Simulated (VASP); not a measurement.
Set up this calculation in VASP 6.6.1, as the native input.

```
Task                   : single point
Functional             : LDA
Potentials or basis    : VASP PAW LDA potentials, release 64 (Ga_d)
Cutoff                 : 520 eV
k mesh                 : 10 × 10 × 10
Occupations            : gaussian, width 0.15 eV
Spin                   : no spin polarisation
Dipole correction      : no
Further INCAR settings : ALGO = Normal; EDIFF = 1e-06; NBANDS = 34
```

The structure of Ga lies in POSCAR:

```
Ga
1.0
    2.2085777266     -3.7454996903      0.0000000000
    2.2085777266      3.7454996903      0.0000000000
    0.0000000000      0.0000000000      4.4390728619
Ga
4
Direct
    0.1560190462      0.8439809538      0.0845038705
    0.6560190462      0.3439809538      0.4154961295
    0.8439809538      0.1560190462      0.9154961295
    0.3439809538      0.6560190462      0.5845038705
```

The input as run:

INCAR

```
SYSTEM = Ga
PREC = Accurate ; ENCUT = 520
EDIFF = 1E-6 ; ISMEAR = 0
SIGMA = 0.15 ; LREAL = .False.
LASPH = .True. ; NELM = 60
ALGO = Normal ; ISIF = 2
LWAVE = .False. ; LCHARG = .False.
NBANDS = 34
```

KPOINTS

```
Automatic mesh
0
Gamma
  10 10 10
  0 0 0
```

Potentials or basis: VASP PAW LDA potentials, release 64 (Ga_d).

Run with:

```sh
$ cat potpaw_LDA.64/Ga_d/POTCAR > POTCAR
$ mpirun -np 1 vasp_std > vasp.out
```

It gave:

- Pressure: 0.2 GPa
- Largest force: 0.011 eV/Å
- Band gap on the k mesh: zero (bands 26 and 27 overlap by 1.38 eV)

Wall time 6.6 min on 1 thread of Oxide Virtual Turin-like Processor, with other jobs on the host, peak memory 0.36 GiB.
